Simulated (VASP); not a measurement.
Write the native input for VASP 6.6.1 that does the following.

```yaml
Task: single point
Functional: PBE
Potentials_or_basis: VASP PAW PBE potentials, release 64 (Ni, O)
Cutoff: 520 eV
k_mesh: 8 × 8 × 8
Occupations: gaussian, width 0.05 eV
Spin: collinear spin, zero start
Starting_moments: "[0.0, 0.0, 0.0, 0.0] μB"
Hubbard_terms: Ni d U = 7.0 eV
Dipole_correction: no
Further_INCAR_settings: ALGO = Normal; EDIFF = 1e-07; NBANDS = 28
```

The structure of NiO lies in POSCAR:

```
NiO
1.0
    0.0000000000      2.0913095100      2.0913095100
    2.0913095100      0.0000000000      2.0913095100
    4.1826190200      4.1826190200      0.0000000000
Ni O
2 2
Direct
    0.0000000000      0.0000000000      0.0000000000
    0.0000000000      0.0000000000      0.5000000000
    0.5000000000      0.5000000000      0.2500000000
    0.5000000000      0.5000000000      0.7500000000
```

The input as run:

INCAR

```
SYSTEM = NiO
ALGO = Normal
EDIFF = 1E-7
ENCUT = 520
GGA = PE
ISIF = 2
ISMEAR = 0
ISPIN = 2
LASPH = .True.
LCHARG = .False.
LDAU = .True.
LDAUJ = 0 0
LDAUL = 2 -1
LDAUPRINT = 1
LDAUTYPE = 2
LDAUU = 7 0
LMAXMIX = 4
LORBIT = 11
LREAL = .False.
LWAVE = .False.
MAGMOM = 0 0 0 0
NBANDS = 28
NELM = 150
PREC = Accurate
SIGMA = 0.05
```

KPOINTS

```
k-points
0
Gamma
  8 8 8
  0 0 0
```

Potentials or basis: VASP PAW PBE potentials, release 64 (Ni, O).

Launch:

```console
$ cat potpaw_PBE.64/Ni/POTCAR potpaw_PBE.64/O/POTCAR > POTCAR
$ mpirun -np 1 vasp_std > vasp.out
```

It gave:

```
Pressure                                              : -13.3 GPa
Band gap on the k mesh                                : zero (filled and empty bands overlap)
Net moment                                            : 0.00 μB per cell
Valence electrons inside the program's atomic spheres : Ni 9.22; O 4.91
```

Caveat: the cell stands under tension.

Wall time 87 s on 1 thread of Intel(R) Xeon(R) Platinum 8375C CPU @ 2.90GHz (Ice Lake), with other jobs on the host, peak memory 0.25 GiB.
